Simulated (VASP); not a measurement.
Input of a VASP 6.6.1 run:

INCAR

```
SYSTEM = GaN
PREC = Accurate ; ENCUT = 520
EDIFF = 1E-6 ; ISMEAR = 0
SIGMA = 0.01 ; LREAL = .False.
LASPH = .True. ; NELM = 80
ALGO = Normal ; ISIF = 2
LWAVE = .False. ; LCHARG = .True.
GGA = PE ; LELF = .True.
LVHAR = .True. ; NBANDS = 16
```

Contents of KPOINTS:

```
Automatic mesh
0
Gamma
  6 6 6
  0 0 0
```

File POSCAR:

```
GaN
1.0
   -0.0270998791      2.2489526240      2.2489526240
    2.2489526240     -0.0270998791      2.2489526240
    2.2218527448      2.2218527448      0.0000000000
Ga N
1 1
Direct
    0.0017454298      0.0017454298     -0.0017454298
    0.7482545702      0.7482545702      0.7517454298
```

Potentials or basis: VASP PAW PBE potentials, release 64 (Ga_d, N).

The run is started by

```console
$ cat potpaw_PBE.64/Ga_d/POTCAR potpaw_PBE.64/N/POTCAR > POTCAR
$ mpirun -np 1 vasp_std > vasp.out
```

**Question.** Estimate the pressure.

**Answer.** 6.3 GPa.

**Question.** Predict the band gap on the k mesh.

**Answer.** 1.67 eV, direct.

**Question.** What does it give for the largest force?

**Answer.** 0.016 eV/Å.

Forces in eV/Å, atoms in the order of the input:
```
Ga   0.000  0.000  0.016
N    0.000  0.000 -0.016
```

Caveat: the cell differs from its parent crystal (shear xy strain -2.4%).
